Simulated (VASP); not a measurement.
# GaSb (I-4m2) in VASP: a series of runs

Runs on GaSb. Level: PBE. Tasks: single point.

Everything below comes from runs of VASP 6.6.1. Logs are shortened: lines on timing, memory, paths and dates and some standing lists are left out, and cuts for length are marked.

## 1. The cell of the first run

It takes space group I-4m2 (No. 119, tetragonal). Conventional cell: a = 5.607 Å, b = 5.607 Å, c = 3.077 Å, α = 90.00°, β = 90.00°, γ = 90.00°. Within 3.8 Å of Ga (site symmetry -4m2) lie 8 Sb at 2.91 to 3.63 Å and 2 Ga at 3.08 Å. Sb (site symmetry -4m2) has 8 Ga at 2.91 to 3.63 Å and 2 Sb at 3.08 Å within 3.8 Å.

## 2. Single point, PBE

Contents of INCAR:

```
SYSTEM = GaSb
PREC = Accurate
ENCUT = 520
EDIFF = 1E-6
ISMEAR = 0
SIGMA = 0.15
LREAL = .FALSE.
LASPH = .TRUE.
NELM = 80
ALGO = Normal
ISIF = 2
LWAVE = .FALSE.
LCHARG = .FALSE.
GGA = PE
NBANDS = 16
```

Contents of KPOINTS:

```
Automatic mesh
0
G
  24 24 24
  0 0 0
```

Contents of POSCAR:

```
GaSb
1.0
   -2.8036254936      2.8036254936      1.5386377697
    2.8036254936     -2.8036254936      1.5386377697
    2.8036254936      2.8036254936     -1.5386377697
Ga Sb
1 1
Direct
    0.2500000000      0.7500000000      0.5000000000
    0.0000000000      0.0000000000      0.0000000000
```

Potentials or basis: VASP PAW PBE potentials, release 64 (Ga_d, Sb).

Command:

```
$ cat potpaw_PBE.64/Ga_d/POTCAR potpaw_PBE.64/Sb/POTCAR > POTCAR
$ mpirun -np 1 vasp_std > vasp.out
```

OUTCAR:

```text
SYSTEM = GaSb
   PREC = Accurate
   ENCUT = 520
   EDIFF = 1E-6
   ISMEAR = 0
   LREAL = .FALSE.
   LASPH = .TRUE.
   NELM = 80
   ISIF = 2
   GGA = PE

 ion  position               nearest neighbor table
   1  0.250  0.750  0.500-   2 2.91   2 2.91   2 2.91   2 2.91
   2  0.000  0.000  0.000-   1 2.91   1 2.91   1 2.91   1 2.91

  LATTYP: Found a body centered tetragonal cell.
 ALAT       =     5.6072509872
 C/A-ratio  =     0.5488028887

  Lattice vectors:

 A1 = (  -2.8036254936,   2.8036254936,   1.5386377697)
 A2 = (   2.8036254936,  -2.8036254936,   1.5386377697)
 A3 = (   2.8036254936,   2.8036254936,  -1.5386377697)

Analysis of symmetry for initial positions (statically):
=====================================================================
 Subroutine PRICEL returns:
 Original cell was already a primitive cell.

 Routine SETGRP: Setting up the symmetry group for a
 body centered tetragonal supercell.

 Subroutine GETGRP returns: Found  8 space group operations
 (whereof  8 operations were pure point group operations)
 out of a pool of 16 trial point group operations.

The static configuration has the point symmetry D_2d.

Analysis of symmetry for dynamics (positions and initial velocities):
=====================================================================
 Subroutine PRICEL returns:
 Original cell was already a primitive cell.

 Routine SETGRP: Setting up the symmetry group for a
 body centered tetragonal supercell.

 Subroutine GETGRP returns: Found  8 space group operations
 (whereof  8 operations were pure point group operations)
 out of a pool of 16 trial point group operations.

The dynamic configuration has the point symmetry D_2d.

 Subroutine INISYM returns: Found  8 space group operations
 (whereof  8 operations are pure point group operations),
 and found     1 'primitive' translations

----------------------------------------------------------------------------------------

                                     Primitive cell

  volume of cell :      48.3767

  direct lattice vectors                    reciprocal lattice vectors
    -2.803625494  2.803625494  1.538637770     0.000000000  0.178340510  0.324962775
     2.803625494 -2.803625494  1.538637770     0.178340510  0.000000000  0.324962775
     2.803625494  2.803625494 -1.538637770     0.178340510  0.178340510  0.000000000

  length of vectors
     4.253003410  4.253003410  4.253003410     0.370683346  0.370683346  0.252211568

  position of ions in fractional coordinates (direct lattice)
     0.250000000  0.750000000  0.500000000
     0.000000000  0.000000000  0.000000000

  ion indices of the primitive-cell ions
   primitive index   ion index
                 1           1
                 2           2

----------------------------------------------------------------------------------------

 KPOINTS: Automatic mesh

Automatic generation of k-mesh.
 Grid dimensions read from file:
 generate k-points for:   24   24   24

 Generating k-lattice:

  Cartesian coordinates                     Fractional coordinates (reciprocal lattice)
     0.000000000  0.007430855  0.013540116     0.041666667  0.000000000 -0.000000000
     0.007430855  0.000000000  0.013540116     0.000000000  0.041666667 -0.000000000
     0.007430855  0.007430855  0.000000000     0.000000000  0.000000000  0.041666667

  Length of vectors
     0.015445139  0.015445139  0.010508815

  Shift w.r.t. Gamma in fractional coordinates (k-lattice)
     0.000000000  0.000000000  0.000000000

 Subroutine IBZKPT returns following result:
 ===========================================

 Found   1063 irreducible k-points:

 Following reciprocal coordinates:
            Coordinates               Weight
  0.000000  0.000000  0.000000      1.000000
  0.041667  0.000000  0.000000      8.000000
  0.083333  0.000000  0.000000      8.000000
  0.125000 -0.000000  0.000000      8.000000
  0.166667  0.000000  0.000000      8.000000
  0.208333  0.000000  0.000000      8.000000
[... 16 lines left out ...]
  0.416667  0.041667  0.000000     16.000000
  0.458333  0.041667  0.000000     16.000000
 [... further k-points ...]
   k-points           NKPTS =   1063   k-points in BZ     NKDIM =   1063   number of bands    NBANDS=     16
   number of dos      NEDOS =    301   number of ions     NIONS =      2
   total plane-waves  NPLWV =  32768
   dimension x,y,z NGX =    32 NGY =   32 NGZ =   32
   dimension x,y,z NGXF=    64 NGYF=   64 NGZF=   64
   ions per type =               1   1
   NGX,Y,Z   is equivalent  to a cutoff of  12.51, 12.51, 12.51 a.u.
   NGXF,Y,Z  is equivalent  to a cutoff of  25.02, 25.02, 25.02 a.u.
 SYSTEM =  GaSb
   PREC   = accura    normal or accurate (medium, high low for compatibility)
   ISTART =      0    job   : 0-new  1-cont  2-samecut
   ICHARG =      2    charge: 1-file 2-atom 10-const
   ISPIN  =      1    spin polarized calculation?
   LNONCOLLINEAR =      F non collinear calculations
   LSORBIT =      F    spin-orbit coupling
   LASPH  =      T    aspherical Exc in radial PAW
   ENCUT  =  520.0 eV  38.22 Ry    6.18 a.u.   7.91  7.91  7.91*2*pi/ulx,y,z
   NELM   =     80;   NELMIN=  2; NELMDL= -5     # of ELM steps
   EDIFF  = 0.1E-05   stopping-criterion for ELM
   LREAL  =      F    real-space projection
   EDIFFG = 0.1E-04   stopping-criterion for IOM
   NSW    =      0    number of steps for IOM
   IBRION =     -1    ionic relax: 0-MD 1-quasi-New 2-CG
   NFREE  =      0    steps in history (QN), initial steepest desc. (CG)
   ISIF   =      2    stress and relaxation
   ISYM   =      2    0-nonsym 1-usesym 2-fastsym
   POTIM  = 0.5000    time-step for ionic-motion
   TEBEG  =    0.0;   TEEND  =   0.0 temperature during run
   PSTRESS=    0.0 pullay stress
   NELECT =      18.0000    total number of electrons
   NUPDOWN=      -1.0000    fix difference up-down
   EMIN   =  10.00;   EMAX   =-10.00  energy-range for DOS
   EFERMI =   0.00;   METHOD = LEGACY
   ISMEAR =     0;   SIGMA  =   0.15  broadening in eV -4-tet -1-fermi 0-gaus
   EFERMI_NEDOS =   21; number of points for ismear=-14 and -15
   IALGO  =     38    algorithm
   IMIX   =      4    mixing-type and parameters
     AMIX     =   0.40;   BMIX     =  1.00
     AMIX_MAG =   1.60;   BMIX_MAG =  1.00
  volume/ion in A,a.u.               =      24.19       163.23
  Fermi-wavevector in a.u.,A,eV,Ry     =   1.177480  2.225115 18.863922  1.386459
  Thomas-Fermi vector in A             =   2.313826
   LORBIT       =      0    0 simple, 1 ext, 2 COOP (PROOUT), +10 PAW based schemes
   GGA     = PE    functional components
   LHFCALC =     F    Hartree Fock is set to
   AEXX    =    0.0000 exact exchange contribution
   IVDW    =     0    specifies the selected vdW correction
   LEPSILON=     F    determine dielectric tensor
   LRPA    =     F    only Hartree local field effects (RPA)
 non-spin polarized calculation
 Gauss-broadening in eV      SIGMA  =   0.15
  energy-cutoff  :      520.00
  volume of cell :       48.38
 maximum number of plane-waves:      1328
   NGX = 15   NGY = 15   NGZ = 15

 number of electron      17.9999993 magnetization

 Free energy of the ion-electron system (eV)
  ---------------------------------------------------
  ext. energy  EPLUGINS =         0.00000000
  ---------------------------------------------------
  free energy    TOTEN  =        -6.98865123 eV

  energy without entropy =       -6.97973722  energy(sigma->0) =       -6.98419422

 E-fermi :   6.5340     XC(G=0): -10.2249

 val. band max:        6.5338104333   @ k =   0.1250   0.0833   0.0833
 cond. band min:       6.5417306356   @ k =   0.4583   0.1250   0.0417
 fundamental gap:      0.0079202024
 Fermi energy:         6.5340156042

 k-point     1 :       0.0000    0.0000    0.0000
  band No.  band energies     occupation
      1      -8.4230      2.00000
      2      -8.3215      2.00000
      3      -8.3155      2.00000
      4      -8.2817      2.00000
      5      -8.2817      2.00000
      6      -5.4214      2.00000
[... 8 lines left out ...]
     15      16.6880      0.00000
     16      16.7288      0.00000

 k-point     2 :       0.0417    0.0000    0.0000
  band No.  band energies     occupation
      1      -8.4201      2.00000
      2      -8.3217      2.00000
      3      -8.3151      2.00000
      4      -8.2830      2.00000
      5      -8.2830      2.00000
      6      -5.3865      2.00000
[... 8 lines left out ...]
     15      16.6818      0.00000
     16      16.9560      0.00000

 k-point     3 :       0.0833    0.0000    0.0000
  band No.  band energies     occupation
      1      -8.4117      2.00000
      2      -8.3221      2.00000
      3      -8.3140      2.00000
      4      -8.2866      2.00000
      5      -8.2865      2.00000
      6      -5.2820      2.00000
[... 8 lines left out ...]
     15      16.4020      0.00000
     16      16.7511      0.00000

 k-point     4 :       0.1250   -0.0000    0.0000
  band No.  band energies     occupation
      1      -8.3983      2.00000
      2      -8.3227      2.00000
      3      -8.3123      2.00000
      4      -8.2923      2.00000
      5      -8.2922      2.00000
      6      -5.1080      2.00000
[... 8 lines left out ...]
     15      15.7672      0.00000
     16      16.0874      0.00000
[... 324 lines left out ...]
 k-point    22 :       0.3750    0.0417    0.0000
  band No.  band energies     occupation
      1      -8.3550      2.00000
      2      -8.3505      2.00000
      3      -8.3261      2.00000
      4      -8.2928      2.00000
      5      -8.2632      2.00000
      6      -2.2676      2.00000
[... 8 lines left out ...]
     15      14.9813      0.00000
     16      17.3569      0.00000

 k-point    23 :       0.4167    0.0417    0.0000
  band No.  band energies     occupation
      1      -8.3588      2.00000
      2      -8.3542      2.00000
      3      -8.3267      2.00000
      4      -8.2914      2.00000
      5      -8.2545      2.00000
      6      -1.7724      2.00000
[... 8 lines left out ...]
     15      15.9349      0.00000
     16      17.3255      0.00000

 k-point    24 :       0.4583    0.0417    0.0000
  band No.  band energies     occupation
      1      -8.3603      2.00000
      2      -8.3555      2.00000
      3      -8.3271      2.00000
      4      -8.2907      2.00000
      5      -8.2514      2.00000
      6      -1.4922      2.00000
[... 8 lines left out ...]
     15      16.5332      0.00000
     16      16.9762      0.00000

 [... further k-points ...]
[... 5 lines left out ...]
  --------------------------------------------------------------------------------------
  -------------------------------------------------------------------------------------
  Total       -0.2309648     -0.2309648      0.4270291      0.0000000     -0.0000000      0.0000000
  in kB       -7.6492689     -7.6492689     14.1426793      0.0000000     -0.0000000      0.0000000
  external PRESSURE =      -0.3852862 kB  Pullay stress =       0.0000000 kB

 VOLUME and BASIS-vectors are now :
 -----------------------------------------------------------------------------
  energy-cutoff  :      520.00
  volume of cell :       48.38
      direct lattice vectors                 reciprocal lattice vectors
    -2.803625494  2.803625494  1.538637770     0.000000000  0.178340510  0.324962775
     2.803625494 -2.803625494  1.538637770     0.178340510  0.000000000  0.324962775
     2.803625494  2.803625494 -1.538637770     0.178340510  0.178340510  0.000000000

 POSITION                                       TOTAL-FORCE (eV/Angst)
 -----------------------------------------------------------------------------------
      2.80363      0.00000      0.76932        -0.000000      0.000000     -0.000000
      0.00000      0.00000      0.00000         0.000000     -0.000000      0.000000
 -----------------------------------------------------------------------------------
    total drift:                                0.000000     -0.000000     -0.000000

  FREE ENERGIE OF THE ION-ELECTRON SYSTEM (eV)
  ---------------------------------------------------
  free  energy   TOTEN  =        -6.9886512332 eV

  energy  without entropy=       -6.9797372167  energy(sigma->0) =       -6.98419422
```

It took 3.9 min on 1 thread of AMD EPYC 9R45 (Zen 5), shared host; peak memory 0.86 GiB.

What came out:

- Free energy: -6.9887 eV
- Pressure: 0.0 GPa
- Band gap on the k mesh: zero (bands 9 and 10 overlap by 4.64 eV)

Caveat: spin-orbit coupling is left out, which moves the levels of the heavy elements.

[end of part 1 of 2]
